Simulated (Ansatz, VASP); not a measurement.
## One calculation of Zn4O, two programs

```
Zn O
1.0
     4.58112    0.00000    0.00000
    -2.29056    3.96737    0.00000
     0.00000    0.00000    5.33996
Zn O
4 1
Direct
  0.34909 0.00000 0.64908
  0.00000 0.34909 0.64908
  0.65091 0.65091 0.64908
  0.00000 0.00000 0.25337
  0.00000 0.00000 0.90337
```

Alike in both runs: functional PBE; k mesh 5 × 5 × 3; occupations gaussian, width 0.2 eV; no spin polarisation.

Ansatz relaxed the structure, and its values are those at the end. VASP's run is a single point on that final structure, the one shown.

|  | VASP | Ansatz |
| --- | --- | --- |
| version | VASP 6.6.1 | Ansatz 0.2.0 |
| potentials or method | VASP PAW PBE potentials, release 64 (Zn, O), cutoff 520 eV | scalar-relativistic, plane waves, PAW |
| valence electrons in the cell | 54 | 54 |

|  | VASP | Ansatz | Ansatz less VASP |
| --- | --- | --- | --- |
| gap on the k mesh at the Fermi level (eV) | none | none | - |
| pressure (GPa) | 0.5 | 0.1 | -0.37 |
| rms of the force components (eV/Å) | 0.026 | 0.014 | -0.0121 |

A gap of «none» marks a metal or a gap that the smearing closes. With one functional, cell and mesh, what is left measures potentials, basis and numerics.

The k mesh is coarse, so the values compare programs but aren't converged.
